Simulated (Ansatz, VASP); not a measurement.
**Two plane-wave programs on GaSb**

```xyz
2
Lattice="0.0000 3.0590 3.0590 3.0590 0.0000 3.0590 3.0590 3.0590 0.0000" Properties=species:S:1:pos:R:3 pbc="T T T"
Ga    0.0000    0.0000    0.0000
Sb    4.5885    4.5885    4.5885
```

Alike in both runs: task single point; functional PBE; k mesh 6 × 6 × 6; occupations gaussian, width 0.05 eV; no spin polarisation.

|  | VASP | Ansatz |
| --- | --- | --- |
| version | VASP 6.6.1 | Ansatz 0.2.0 |
| potentials or method | VASP PAW PBE potentials, release 64 (Ga_d, Sb), cutoff 520 eV | scalar-relativistic, plane waves, PAW |
| valence electrons in the cell | 18 | 28 |

|  | VASP | Ansatz | Ansatz less VASP |
| --- | --- | --- | --- |
| gap on the k mesh at the Fermi level (eV) | 0.03 | 0.03 | -0.002 |
| least direct gap on the mesh (eV) | 0.03 | 1.41 | +1.380 |
| pressure (GPa) | 2.4 | 2.4 | -0.08 |

One of these differences is far larger than is usual between the two programs; its cause wasn't traced. VASP's potentials hold 18 valence electrons a cell and Ansatz's 28, so a difference there can come from the potentials and not from the codes.

Neither program's run includes spin-orbit coupling.
